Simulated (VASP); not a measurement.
# C (P6_3/mmc) in VASP: further runs, part 2 of 2

VASP 6.6.1. Earlier steps stand in the parts before.

## 4. Single point, PBE

The COD entry that gives the cell may itself be a prediction, so a difference from it is no test against experiment.

This run uses another cell than the first one, of 6.10 Å³/atom, 1.009 times its volume.

INCAR

```
PREC = Accurate ; ENCUT = 520
EDIFF = 1E-7 ; ISMEAR = 0
SIGMA = 0.05 ; LREAL = False
LASPH = True ; NELM = 60
ALGO = Normal ; ISIF = 2
LWAVE = False ; LCHARG = True
GGA = PE ; LELF = True
LVHAR = True ; NBANDS = 36
```

KPOINTS

```
Automatic mesh
0
Gamma
  12 12 2
```

POSCAR

```
C
1.0
    2.6088000000      0.0000000000      0.0000000000
   -1.3044000000      2.2592870734      0.0000000000
    0.0000000000      0.0000000000     12.4291124965
C
12
Direct
    0.0000000000      0.0000000000      0.1868593266
    0.0000000000      0.0000000000      0.6868593266
    0.0000000000      0.0000000000      0.3131406734
    0.0000000000      0.0000000000      0.8131406734
    0.3333333333      0.6666666667      0.5207665411
    0.6666666667      0.3333333333      0.0207665411
    0.3333333333      0.6666666667      0.9792334589
    0.6666666667      0.3333333333      0.4792334589
    0.3333333333      0.6666666667      0.6450950823
    0.6666666667      0.3333333333      0.1450950823
    0.3333333333      0.6666666667      0.8549049177
    0.6666666667      0.3333333333      0.3549049177
```

Potentials or basis: VASP PAW PBE potentials, release 64 (C).

Command:

```sh
$ cat potpaw_PBE.64/C/POTCAR > POTCAR
$ mpirun -np 1 vasp_std > vasp.out
```

OUTCAR:

```text
PREC = Accurate
   ENCUT = 520
   EDIFF = 1E-7
   ISMEAR = 0
   LREAL = False
   LASPH = True
   NELM = 60
   ISIF = 2
   GGA = PE

 ion  position               nearest neighbor table
   1  0.000  0.000  0.187-   3 1.57  10 1.59  10 1.59  10 1.59
   2  0.000  0.000  0.687-   4 1.57   9 1.59   9 1.59   9 1.59
   3  0.000  0.000  0.313-   1 1.57  12 1.59  12 1.59  12 1.59
   4  0.000  0.000  0.813-   2 1.57  11 1.59  11 1.59  11 1.59
   5  0.333  0.667  0.521-   9 1.55   8 1.59   8 1.59   8 1.59
   6  0.667  0.333  0.021-  10 1.55   7 1.59   7 1.59   7 1.59
   7  0.333  0.667  0.979-  11 1.55   6 1.59   6 1.59   6 1.59
   8  0.667  0.333  0.479-  12 1.55   5 1.59   5 1.59   5 1.59
   9  0.333  0.667  0.645-   5 1.55   2 1.59   2 1.59   2 1.59
  10  0.667  0.333  0.145-   6 1.55   1 1.59   1 1.59   1 1.59
  11  0.333  0.667  0.855-   7 1.55   4 1.59   4 1.59   4 1.59
  12  0.667  0.333  0.355-   8 1.55   3 1.59   3 1.59   3 1.59

  LATTYP: Found a hexagonal cell.
 ALAT       =     2.6088000000
 C/A-ratio  =     4.7643025516

  Lattice vectors:

 A1 = (   2.6088000000,   0.0000000000,   0.0000000000)
 A2 = (  -1.3044000000,   2.2592870734,   0.0000000000)
 A3 = (   0.0000000000,   0.0000000000,  12.4291124965)

Analysis of symmetry for initial positions (statically):
=====================================================================
 Subroutine PRICEL returns:
 Original cell was already a primitive cell.

 Routine SETGRP: Setting up the symmetry group for a
 hexagonal supercell.

 Subroutine GETGRP returns: Found 24 space group operations
 (whereof 12 operations were pure point group operations)
 out of a pool of 24 trial point group operations.

The static configuration has the point symmetry D_3d.
 The point group associated with its full space group is D_6h.

Analysis of symmetry for dynamics (positions and initial velocities):
=====================================================================
 Subroutine PRICEL returns:
 Original cell was already a primitive cell.

 Routine SETGRP: Setting up the symmetry group for a
 hexagonal supercell.

 Subroutine GETGRP returns: Found 24 space group operations
 (whereof 12 operations were pure point group operations)
 out of a pool of 24 trial point group operations.

The dynamic configuration has the point symmetry D_3d.
 The point group associated with its full space group is D_6h.

 Subroutine INISYM returns: Found 24 space group operations
 (whereof 12 operations are pure point group operations),
 and found     1 'primitive' translations

----------------------------------------------------------------------------------------

                                     Primitive cell

  volume of cell :      73.2575

  direct lattice vectors                    reciprocal lattice vectors
     2.608800000  0.000000000  0.000000000     0.383318001  0.221308751  0.000000000
    -1.304400000  2.259287073  0.000000000     0.000000000  0.442617502  0.000000000
     0.000000000  0.000000000 12.429112497     0.000000000  0.000000000  0.080456268

  length of vectors
     2.608800000  2.608800000 12.429112497     0.442617502  0.442617502  0.080456268
[... 84 lines left out ...]
   number of dos      NEDOS =    301   number of ions     NIONS =     12
   total plane-waves  NPLWV =  38400
   dimension x,y,z NGX =    20 NGY =   20 NGZ =   96
   dimension x,y,z NGXF=    40 NGYF=   40 NGZF=  192
   ions per type =              12
   NGX,Y,Z   is equivalent  to a cutoff of  12.75, 12.75, 12.84 a.u.
   NGXF,Y,Z  is equivalent  to a cutoff of  25.49, 25.49, 25.68 a.u.
 SYSTEM =  unknown system
   PREC   = accura    normal or accurate (medium, high low for compatibility)
   ISTART =      0    job   : 0-new  1-cont  2-samecut
   ICHARG =      2    charge: 1-file 2-atom 10-const
   ISPIN  =      1    spin polarized calculation?
   LNONCOLLINEAR =      F non collinear calculations
   LSORBIT =      F    spin-orbit coupling
   LASPH  =      T    aspherical Exc in radial PAW
   ENCUT  =  520.0 eV  38.22 Ry    6.18 a.u.   4.85  4.85 23.11*2*pi/ulx,y,z
   NELM   =     60;   NELMIN=  2; NELMDL= -5     # of ELM steps
   EDIFF  = 0.1E-06   stopping-criterion for ELM
   LREAL  =      F    real-space projection
   EDIFFG = 0.1E-05   stopping-criterion for IOM
   NSW    =      0    number of steps for IOM
   IBRION =     -1    ionic relax: 0-MD 1-quasi-New 2-CG
   NFREE  =      0    steps in history (QN), initial steepest desc. (CG)
   ISIF   =      2    stress and relaxation
   ISYM   =      2    0-nonsym 1-usesym 2-fastsym
   POTIM  = 0.5000    time-step for ionic-motion
   TEBEG  =    0.0;   TEEND  =   0.0 temperature during run
   PSTRESS=    0.0 pullay stress
   NELECT =      48.0000    total number of electrons
   NUPDOWN=      -1.0000    fix difference up-down
   EMIN   =  10.00;   EMAX   =-10.00  energy-range for DOS
   EFERMI =   0.00;   METHOD = LEGACY
   ISMEAR =     0;   SIGMA  =   0.05  broadening in eV -4-tet -1-fermi 0-gaus
   EFERMI_NEDOS =   21; number of points for ismear=-14 and -15
   IALGO  =     38    algorithm
   IMIX   =      4    mixing-type and parameters
     AMIX     =   0.40;   BMIX     =  1.00
     AMIX_MAG =   1.60;   BMIX_MAG =  1.00
  volume/ion in A,a.u.               =       6.10        41.20
  Fermi-wavevector in a.u.,A,eV,Ry     =   1.421907  2.687014 27.508517  2.021819
  Thomas-Fermi vector in A             =   2.542667
   LORBIT       =      0    0 simple, 1 ext, 2 COOP (PROOUT), +10 PAW based schemes
   GGA     = PE    functional components
   LHFCALC =     F    Hartree Fock is set to
   AEXX    =    0.0000 exact exchange contribution
   IVDW    =     0    specifies the selected vdW correction
   LEPSILON=     F    determine dielectric tensor
   LRPA    =     F    only Hartree local field effects (RPA)
 non-spin polarized calculation
 Gauss-broadening in eV      SIGMA  =   0.05
  energy-cutoff  :      520.00
  volume of cell :       73.26
 maximum number of plane-waves:      2010
 NGX is ok and might be reduce to    20
   NGX =  9   NGY =  9   NGZ = 47

 number of electron      47.9999996 magnetization

 Free energy of the ion-electron system (eV)
  ---------------------------------------------------
  ext. energy  EPLUGINS =         0.00000000
  ---------------------------------------------------
  free energy    TOTEN  =      -108.46397647 eV

  energy without entropy =     -108.46397647  energy(sigma->0) =     -108.46397647

 E-fermi :   9.0567     XC(G=0): -12.8816

 val. band max:        8.7982069265   @ k =   0.0000   0.0000   0.0000
 cond. band min:      12.7768405138   @ k =   0.4167   0.0000   0.0000
 fundamental gap:      3.9786335874
 Fermi energy:         9.0566833403

 k-point     1 :       0.0000    0.0000    0.0000
  band No.  band energies     occupation
      1     -11.8333      2.00000
      2     -11.1059      2.00000
      3     -11.0404      2.00000
      4      -8.8713      2.00000
      5      -8.8126      2.00000
      6      -6.0539      2.00000
[... 925 lines left out ...]
     35      17.7674      0.00000
     36      17.7674      0.00000

 [... further k-points ...]

------------------------ aborting loop because EDIFF is reached ----------------------------------------

  FORCE on cell =-STRESS in cart. coord.  units (eV):
  Direction    XX          YY          ZZ          XY          YZ          ZX
  --------------------------------------------------------------------------------------
  -------------------------------------------------------------------------------------
  Total      -16.8333089    -16.8333089     -0.9012764     -0.0000000      0.0000000      0.0000000
  in kB     -368.1524995   -368.1524995    -19.7113453     -0.0000000      0.0000000      0.0000000
  external PRESSURE =    -252.0054481 kB  Pullay stress =       0.0000000 kB

 VOLUME and BASIS-vectors are now :
 -----------------------------------------------------------------------------
  energy-cutoff  :      520.00
  volume of cell :       73.26
      direct lattice vectors                 reciprocal lattice vectors
     2.608800000  0.000000000  0.000000000     0.383318001  0.221308751  0.000000000
    -1.304400000  2.259287073  0.000000000     0.000000000  0.442617502  0.000000000
     0.000000000  0.000000000 12.429112497     0.000000000  0.000000000  0.080456268

 POSITION                                       TOTAL-FORCE (eV/Angst)
 -----------------------------------------------------------------------------------
      0.00000      0.00000      2.32250        -0.000000      0.000000     -0.076236
      0.00000      0.00000      8.53705         0.000000     -0.000000     -0.076236
      0.00000      0.00000      3.89206        -0.000000      0.000000      0.076236
      0.00000      0.00000     10.10662         0.000000      0.000000      0.076236
     -0.00000      1.50619      6.47267         0.000000     -0.000000     -0.054715
      1.30440      0.75310      0.25811         0.000000      0.000000     -0.054715
     -0.00000      1.50619     12.17100         0.000000     -0.000000      0.054715
      1.30440      0.75310      5.95645         0.000000      0.000000      0.054715
     -0.00000      1.50619      8.01796         0.000000      0.000000     -0.010995
      1.30440      0.75310      1.80340         0.000000     -0.000000     -0.010995
     -0.00000      1.50619     10.62571        -0.000000      0.000000      0.010995
      1.30440      0.75310      4.41115        -0.000000     -0.000000      0.010995
 -----------------------------------------------------------------------------------
    total drift:                               -0.000000      0.000000      0.000000

  FREE ENERGIE OF THE ION-ELECTRON SYSTEM (eV)
  ---------------------------------------------------
  free  energy   TOTEN  =      -108.4639764675 eV

  energy  without entropy=     -108.4639764675  energy(sigma->0) =     -108.46397647
```

Wall time 1.7 min (1 thread of Intel Xeon 6975P-C (Granite Rapids), shared host); peak memory 0.21 GiB.

What came out:

- Free energy: -108.4640 eV
- Pressure: -25.2 GPa
- Largest force: 0.076 eV/Å
- Band gap on the k mesh: 3.98 eV, indirect (least direct gap 4.84 eV)

Forces on the atoms (eV/Å):
```
C    0.000  0.000 -0.076
C    0.000  0.000 -0.076
C    0.000  0.000  0.076
C    0.000  0.000  0.076
C    0.000  0.000 -0.055
C    0.000  0.000 -0.055
C    0.000  0.000  0.055
C    0.000  0.000  0.055
C    0.000  0.000 -0.011
C    0.000  0.000 -0.011
C    0.000  0.000  0.011
C    0.000  0.000  0.011
```

Stress tensor (GPa, compression positive):
```
-36.82   0.00   0.00
  0.00 -36.82   0.00
  0.00   0.00  -1.97
```

A k mesh can miss the band edges. A hybrid or GW would open this gap; PBE tends to underestimate it.

## 5. The runs side by side

```csv
cell,gap on the mesh (eV),pressure (GPa),largest force (eV/Å)
"a = 2.565, b = 2.565, c = 12.740 Å, angles 90.0, 90.0, 120.0°, 12 atoms",4.30,-22.6,0.05
"a = 2.653, b = 2.653, c = 11.963 Å, angles 90.0, 90.0, 120.0°, 12 atoms",3.26,-19.8,0.46
"a = 2.609, b = 2.609, c = 12.429 Å, angles 90.0, 90.0, 120.0°, 12 atoms",3.98,-25.2,0.08
```

Alike in all rows: task single point; level PBE; potentials or basis VASP PAW PBE potentials, release 64 (C); no spin polarisation; k mesh 12 × 12 × 2; cutoff (eV) 520; smearing gaussian 0.05 eV.

Absolute energies hang on the potentials; compare differences alone.
